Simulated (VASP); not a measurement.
# Mg3ZnC (Pm-3m) in VASP: a series of runs

The runs below take Mg3ZnC through density of states, with LDA, PBE, revPBE, BLYP.

Program: VASP 6.6.1. These are calculated values, not measurements. Logs are shortened: lines on timing, memory, paths and dates and some standing lists are left out, and cuts for length are marked.

## Step 1: The cell of the first run

It takes space group Pm-3m (No. 221, cubic). The conventional cell has a = 4.407 Å, b = 4.407 Å, c = 4.407 Å, α = 90.00°, β = 90.00°, γ = 90.00°. Within 4.1 Å of Zn (site symmetry m-3m) lie 12 Mg at 3.12 Å and 8 C at 3.82 Å. Mg (site symmetry 4/mmm) has 2 C at 2.20 Å within 2.9 Å. C (site symmetry m-3m) has 6 Mg at 2.20 Å within 2.9 Å.

## Step 2: Density of states, LDA

POSCAR

```
Mg3ZnC
1.0
    4.4069310000      0.0000000000      0.0000000000
    0.0000000000      4.4069310000      0.0000000000
    0.0000000000      0.0000000000      4.4069310000
Zn Mg C
1 3 1
Direct
    0.0000000000      0.0000000000      0.0000000000
    0.5000000000      0.0000000000      0.5000000000
    0.5000000000      0.5000000000      0.0000000000
    0.0000000000      0.5000000000      0.5000000000
    0.5000000000      0.5000000000      0.5000000000
```

INCAR.step1

```
SYSTEM = Mg3ZnC
  ALGO = Normal
  EDIFF = 1E-7
  ENCUT = 520
  GGA = CA
  ISIF = 2
  ISMEAR = -1
  LASPH = .True.
  LCHARG = .True.
  LREAL = .False.
  LWAVE = .False.
  NBANDS = 19
  NELM = 60
  PREC = Accurate
  SIGMA = 0.05
```

KPOINTS.step1

```
k-points
0
Gamma
  6 6 6
  0 0 0
```

INCAR.step2

```
SYSTEM = Mg3ZnC
  ALGO = Normal
  EDIFF = 1E-7
  ENCUT = 520
  GGA = CA
  ICHARG = 11
  ISIF = 2
  ISMEAR = -5
  LASPH = .True.
  LCHARG = .False.
  LORBIT = 10
  LREAL = .False.
  LWAVE = .False.
  NBANDS = 19
  NEDOS = 1001
  NELM = 60
  PREC = Accurate
  SIGMA = 0.05
```

KPOINTS.step2

```
k-points
0
Gamma
  9 9 9
  0 0 0
```

Potentials or basis: VASP PAW LDA potentials, release 64 (Zn, Mg, C).

Launch:

```sh
$ cat potpaw_LDA.64/Zn/POTCAR potpaw_LDA.64/Mg/POTCAR potpaw_LDA.64/C/POTCAR > POTCAR
$ cp INCAR.step1 INCAR
$ cp KPOINTS.step1 KPOINTS
$ mpirun -np 1 vasp_std > vasp.out
$ cp INCAR.step2 INCAR
$ cp KPOINTS.step2 KPOINTS
$ mpirun -np 1 vasp_std > vasp.out
```

OUTCAR:

```text
SYSTEM = Mg3ZnC
   EDIFF = 1E-7
   ENCUT = 520
   GGA = CA
   ICHARG = 11
   ISIF = 2
   ISMEAR = -5
   LASPH = .True.
   LORBIT = 10
   LREAL = .False.
   NELM = 60
   PREC = Accurate

 ion  position               nearest neighbor table
   1  0.000  0.000  0.000-   2 3.12   3 3.12   4 3.12   2 3.12   4 3.12   3 3.12   4 3.12   4 3.12
                             2 3.12   3 3.12   2 3.12   3 3.12
   2  0.500  0.000  0.500-   5 2.20   5 2.20   4 3.12   1 3.12   1 3.12   3 3.12   3 3.12   4 3.12
                             3 3.12   3 3.12   1 3.12   4 3.12   1 3.12   4 3.12
   3  0.500  0.500  0.000-   5 2.20   5 2.20   4 3.12   1 3.12   2 3.12   4 3.12   2 3.12   1 3.12
                             2 3.12   2 3.12   1 3.12   4 3.12   4 3.12   1 3.12
   4  0.000  0.500  0.500-   5 2.20   5 2.20   3 3.12   1 3.12   1 3.12   3 3.12   1 3.12   2 3.12
                             1 3.12   2 3.12   3 3.12   2 3.12   3 3.12   2 3.12
   5  0.500  0.500  0.500-   2 2.20   3 2.20   4 2.20   3 2.20   2 2.20   4 2.20

  LATTYP: Found a simple cubic cell.
 ALAT       =     4.4069310000

  Lattice vectors:

 A1 = (   4.4069310000,   0.0000000000,   0.0000000000)
 A2 = (   0.0000000000,   4.4069310000,   0.0000000000)
 A3 = (   0.0000000000,   0.0000000000,   4.4069310000)

Analysis of symmetry for initial positions (statically):
=====================================================================
 Subroutine PRICEL returns:
 Original cell was already a primitive cell.

 Routine SETGRP: Setting up the symmetry group for a
 simple cubic supercell.

 Subroutine GETGRP returns: Found 48 space group operations
 (whereof 48 operations were pure point group operations)
 out of a pool of 48 trial point group operations.

The static configuration has the point symmetry O_h .

Analysis of symmetry for dynamics (positions and initial velocities):
=====================================================================
 Subroutine PRICEL returns:
 Original cell was already a primitive cell.

 Routine SETGRP: Setting up the symmetry group for a
 simple cubic supercell.

 Subroutine GETGRP returns: Found 48 space group operations
 (whereof 48 operations were pure point group operations)
 out of a pool of 48 trial point group operations.

The dynamic configuration has the point symmetry O_h .

 Subroutine INISYM returns: Found 48 space group operations
 (whereof 48 operations are pure point group operations),
 and found     1 'primitive' translations

----------------------------------------------------------------------------------------

                                     Primitive cell

  volume of cell :      85.5872

  direct lattice vectors                    reciprocal lattice vectors
     4.406931000  0.000000000  0.000000000     0.226915284  0.000000000  0.000000000
     0.000000000  4.406931000  0.000000000     0.000000000  0.226915284  0.000000000
     0.000000000  0.000000000  4.406931000     0.000000000  0.000000000  0.226915284

  length of vectors
     4.406931000  4.406931000  4.406931000     0.226915284  0.226915284  0.226915284

  position of ions in fractional coordinates (direct lattice)
     0.000000000  0.000000000  0.000000000
     0.500000000  0.000000000  0.500000000
     0.500000000  0.500000000  0.000000000
     0.000000000  0.500000000  0.500000000
     0.500000000  0.500000000  0.500000000

  ion indices of the primitive-cell ions
   primitive index   ion index
                 1           1
                 2           2
                 3           3
                 4           4
                 5           5

----------------------------------------------------------------------------------------

 KPOINTS: k-points

Automatic generation of k-mesh.
 Grid dimensions read from file:
 generate k-points for:    9    9    9

 Generating k-lattice:

  Cartesian coordinates                     Fractional coordinates (reciprocal lattice)
     0.025212809  0.000000000  0.000000000     0.111111111  0.000000000  0.000000000
     0.000000000  0.025212809  0.000000000     0.000000000  0.111111111  0.000000000
     0.000000000  0.000000000  0.025212809     0.000000000  0.000000000  0.111111111

  Length of vectors
     0.025212809  0.025212809  0.025212809

  Shift w.r.t. Gamma in fractional coordinates (k-lattice)
     0.000000000  0.000000000  0.000000000

 TETIRR: Found    353 inequivalent tetrahedra from     4374

 Subroutine IBZKPT returns following result:
 ===========================================

 Found     35 irreducible k-points:

 Following reciprocal coordinates:
            Coordinates               Weight
  0.000000  0.000000  0.000000      1.000000
  0.111111  0.000000  0.000000      6.000000
  0.222222  0.000000  0.000000      6.000000
  0.333333  0.000000  0.000000      6.000000
  0.444444  0.000000  0.000000      6.000000
  0.111111  0.111111  0.000000     12.000000
[... 16 lines left out ...]
  0.333333  0.333333  0.111111     24.000000
  0.444444  0.333333  0.111111     48.000000
 [... further k-points ...]
   k-points           NKPTS =     35   k-points in BZ     NKDIM =     35   number of bands    NBANDS=     19
   number of dos      NEDOS =   1001   number of ions     NIONS =      5
   total plane-waves  NPLWV =  46656
   dimension x,y,z NGX =    36 NGY =   36 NGZ =   36
   dimension x,y,z NGXF=    72 NGYF=   72 NGZF=   72
   ions per type =               1   3   1
   NGX,Y,Z   is equivalent  to a cutoff of  13.58, 13.58, 13.58 a.u.
   NGXF,Y,Z  is equivalent  to a cutoff of  27.16, 27.16, 27.16 a.u.
 SYSTEM =  Mg3ZnC
   PREC   = accura    normal or accurate (medium, high low for compatibility)
   ISTART =      0    job   : 0-new  1-cont  2-samecut
   ICHARG =     11    charge: 1-file 2-atom 10-const
   ISPIN  =      1    spin polarized calculation?
   LNONCOLLINEAR =      F non collinear calculations
   LSORBIT =      F    spin-orbit coupling
   LASPH  =      T    aspherical Exc in radial PAW
   ENCUT  =  520.0 eV  38.22 Ry    6.18 a.u.   8.19  8.19  8.19*2*pi/ulx,y,z
   NELM   =     60;   NELMIN=  2; NELMDL=  0     # of ELM steps
   EDIFF  = 0.1E-06   stopping-criterion for ELM
   LREAL  =      F    real-space projection
   EDIFFG = 0.1E-05   stopping-criterion for IOM
   NSW    =      0    number of steps for IOM
   IBRION =     -1    ionic relax: 0-MD 1-quasi-New 2-CG
   NFREE  =      0    steps in history (QN), initial steepest desc. (CG)
   ISIF   =      2    stress and relaxation
   ISYM   =      2    0-nonsym 1-usesym 2-fastsym
   POTIM  = 0.5000    time-step for ionic-motion
   TEBEG  =    0.0;   TEEND  =   0.0 temperature during run
   PSTRESS=    0.0 pullay stress
   NELECT =      22.0000    total number of electrons
   NUPDOWN=      -1.0000    fix difference up-down
   EMIN   =  10.00;   EMAX   =-10.00  energy-range for DOS
   EFERMI =   0.00;   METHOD = LEGACY
   ISMEAR =    -5;   SIGMA  =   0.05  broadening in eV -4-tet -1-fermi 0-gaus
   EFERMI_NEDOS =   21; number of points for ismear=-14 and -15
   IALGO  =     38    algorithm
   IMIX   =      4    mixing-type and parameters
     AMIX     =   0.40;   BMIX     =  1.00
     AMIX_MAG =   1.60;   BMIX_MAG =  1.00
  volume/ion in A,a.u.               =      17.12       115.51
  Fermi-wavevector in a.u.,A,eV,Ry     =   1.040909  1.967033 14.741800  1.083492
  Thomas-Fermi vector in A             =   2.175506
   LORBIT       =     10    0 simple, 1 ext, 2 COOP (PROOUT), +10 PAW based schemes
   GGA     = CA    functional components
   LHFCALC =     F    Hartree Fock is set to
   AEXX    =    0.0000 exact exchange contribution
   IVDW    =     0    specifies the selected vdW correction
   LEPSILON=     F    determine dielectric tensor
   LRPA    =     F    only Hartree local field effects (RPA)
 non-spin polarized calculation
 Fermi weights with tetrahedron method with Bloechl corrections
  energy-cutoff  :      520.00
  volume of cell :       85.59
 maximum number of plane-waves:      2325
 NGX is ok and might be reduce to    36

 number of electron      21.9999993 magnetization

 Free energy of the ion-electron system (eV)
  ---------------------------------------------------
  ext. energy  EPLUGINS =         0.00000000
  ---------------------------------------------------
  free energy    TOTEN  =       -16.65747988 eV

  energy without entropy =      -16.65747988  energy(sigma->0) =      -16.65747988

 E-fermi :   2.8436     XC(G=0):  -9.7204

 val. band max:        2.8824497839   @ k =   0.4444   0.3333   0.1111
 cond. band min:       2.7898142501   @ k =   0.4444   0.2222   0.2222
 fundamental gap:     -0.0926355338
 Fermi energy:         2.8436475597

 k-point     1 :       0.0000    0.0000    0.0000
  band No.  band energies     occupation
      1      -7.7216      2.00000
      2      -4.4140      2.00000
      3      -4.4140      2.00000
      4      -4.3622      2.00000
      5      -4.3622      2.00000
      6      -4.3622      2.00000
[... 11 lines left out ...]
     18       9.7097      0.00000
     19       9.7097      0.00000

 k-point     2 :       0.1111    0.0000    0.0000
  band No.  band energies     occupation
      1      -7.6763      2.00000
      2      -4.4130      2.00000
      3      -4.4094      2.00000
      4      -4.3653      2.00000
      5      -4.3653      2.00000
      6      -4.3619      2.00000
[... 476 lines left out ...]
 k-point    24 :       0.4444    0.3333    0.1111
  band No.  band energies     occupation
      1      -7.0306      2.00000
      2      -4.3947      2.00000
      3      -4.3868      2.00000
      4      -4.3807      2.00000
      5      -4.3710      2.00000
      6      -4.3421      2.00000
[... 11 lines left out ...]
     18       9.8921      0.00000
     19      10.2397      0.00000

 [... further k-points ...]

------------------------ aborting loop because EDIFF is reached ----------------------------------------

  FORCE on cell =-STRESS in cart. coord.  units (eV):
  Direction    XX          YY          ZZ          XY          YZ          ZX
  --------------------------------------------------------------------------------------
  -------------------------------------------------------------------------------------
  Total       -2.4855788     -2.4855788     -2.4855788      0.0000000      0.0000000      0.0000000
  in kB      -46.5296047    -46.5296047    -46.5296047      0.0000000      0.0000000      0.0000000
  external PRESSURE =     -46.5296047 kB  Pullay stress =       0.0000000 kB

 VOLUME and BASIS-vectors are now :
 -----------------------------------------------------------------------------
  energy-cutoff  :      520.00
  volume of cell :       85.59
      direct lattice vectors                 reciprocal lattice vectors
     4.406931000  0.000000000  0.000000000     0.226915284  0.000000000  0.000000000
     0.000000000  4.406931000  0.000000000     0.000000000  0.226915284  0.000000000
     0.000000000  0.000000000  4.406931000     0.000000000  0.000000000  0.226915284

 POSITION                                       TOTAL-FORCE (eV/Angst)
 -----------------------------------------------------------------------------------
      0.00000      0.00000      0.00000         0.000000      0.000000      0.000000
      2.20347      0.00000      2.20347         0.000000      0.000000      0.000000
      2.20347      2.20347      0.00000         0.000000      0.000000      0.000000
      0.00000      2.20347      2.20347         0.000000      0.000000      0.000000
      2.20347      2.20347      2.20347         0.000000      0.000000      0.000000
 -----------------------------------------------------------------------------------
    total drift:                                0.000000      0.000000      0.000000

  FREE ENERGIE OF THE ION-ELECTRON SYSTEM (eV)
  ---------------------------------------------------
  free  energy   TOTEN  =       -16.6574798787 eV

  energy  without entropy=      -16.6574798787  energy(sigma->0) =      -16.65747988

 total charge

# of ion       s       p       d       tot
------------------------------------------
    1        0.722   0.303   9.695  10.720
    2        0.191   0.159   0.035   0.385
    3        0.191   0.159   0.035   0.385
    4        0.191   0.159   0.035   0.385
    5        0.888   1.424   0.000   2.312
--------------------------------------------------
tot          2.183   2.204   9.801  14.187
```

Wall time 34 s (1 thread of Intel Xeon 6975P-C (Granite Rapids), shared host); peak memory 0.2 GiB.

Results:

| Item | Value |
| --- | --- |
| Valence electrons inside the program's atomic spheres | Zn 10.72; Mg 0.39; C 2.31 |

Levels at points of the mesh, in eV from the Fermi level:
```
           k point  band 9  band 10  band 11  band 12  band 13  band 14
(0.00, 0.00, 0.00)   -2.66    -2.66     1.63     1.63     2.66     2.66
```

Caveat: tetrahedron occupations give inexact forces and stress in metals.

(Continued in part 2 of 2.)
